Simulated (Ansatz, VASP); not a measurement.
**One calculation of Si4O7, two programs**

INCAR

```
PREC     = Accurate       # precision mode
ENCUT    = 520            # plane-wave cutoff, eV
EDIFF    = 1E-6           # SCF threshold, eV
ISMEAR   = 0              # smearing method
SIGMA    = 0.05           # smearing width, eV
LREAL    = F              # projectors in reciprocal space
LASPH    = T              # aspherical terms in the spheres
NELM     = 100            # most SCF steps
ALGO     = Normal         # electronic algorithm
ISIF     = 2              # what is computed and relaxed
LWAVE    = F              # write WAVECAR
LCHARG   = F              # write CHGCAR
GGA      = PE             # functional
NBANDS   = 40             # bands
```

The input KPOINTS:

```
Automatic mesh
0
Gamma
  4 4 4
```

POSCAR

```
Si4O7
1.0
    5.0799801732      0.0000000000      0.0000000000
    0.0000000000      5.0799801732      0.0000000000
    0.0000000000      0.0000000000      7.0914769300
Si O
4 7
Direct
    0.2944292339      0.2944292339      0.0000000000
    0.2055707661      0.7944292339      0.2500000000
    0.7055707661      0.7055707661      0.5000000000
    0.7944292339      0.2055707661      0.7500000000
    0.4053663613      0.7409644515      0.4248320116
    0.7590355485      0.9053663613      0.6748320116
    0.5946336387      0.2590355485      0.9248320116
    0.7409644515      0.4053663613      0.5751679884
    1.0245936376      0.9944005253      0.2717584203
    0.2590355485      0.5946336387      0.0751679884
    0.0946336387      0.2409644515      0.8251679884
```

Input for Ansatz:

```yaml
crystal:
  lattice:
    - [5.0799801732, 0.0, 0.0]
    - [0.0, 5.0799801732, 0.0]
    - [0.0, 0.0, 7.09147693]
  atoms:
    - { symbol: Si, position: [0.2944292339, 0.2944292339, 0.0] }
    - { symbol: Si, position: [0.2055707661, 0.7944292339, 0.25] }
    - { symbol: Si, position: [0.7055707661, 0.7055707661, 0.5] }
    - { symbol: Si, position: [0.7944292339, 0.2055707661, 0.75] }
    - { symbol: O, position: [0.4053663613, 0.7409644515, 0.4248320116] }
    - { symbol: O, position: [0.7590355485, 0.9053663613, 0.6748320116] }
    - { symbol: O, position: [0.5946336387, 0.2590355485, 0.9248320116] }
    - { symbol: O, position: [0.7409644515, 0.4053663613, 0.5751679884] }
    - { symbol: O, position: [1.0245936376, 0.9944005253, 0.2717584203] }
    - { symbol: O, position: [0.2590355485, 0.5946336387, 0.0751679884] }
    - { symbol: O, position: [0.0946336387, 0.2409644515, 0.8251679884] }
basis:
  ecutwfc: 420
kpoints:
  mp_grid: { grid: [4, 4, 4] }
hamiltonian:
  xc: pbe
  pseudopotentials: { kind: paw, azcp: { folder: soft_1 } }
scf:
  occupations: { method: gaussian, width: 0.05 }
output:
  forces: true
  stress: true
  eigenvalues: true
  write_density: true
  write_potential: true
  elf: true
  volumetric_format: npy
```

Change from the starting cell: O vacancy; atom 9 moved 0.500 of the way to it and +0.450 Å across, host rigid.

Alike in both runs: task single point; functional PBE; k mesh 4 × 4 × 4; occupations gaussian, width 0.05 eV; no spin polarisation.

```csv
,VASP,Ansatz
version,VASP 6.6.1,Ansatz 0.2.0
potentials or method,"VASP PAW PBE potentials, release 64 (Si, O), cutoff 520 eV","scalar-relativistic, plane waves, PAW"
valence electrons in the cell,58,58
```

```tsv
	VASP	Ansatz	Ansatz less VASP
gap on the k mesh at the Fermi level (eV)	0.35	0.34	-0.005
least direct gap on the mesh (eV)	0.98	0.98	-0.002
pressure (GPa)	5.8	5.8	-0.01
traceless stress, the component that is largest in VASP (GPa)	-9.52	-9.48	+0.042
rms of the force components (eV/Å)	3.324	3.328	+0.0041
```

Atom by atom the forces differ by 0.018 eV/Å (rms over components).
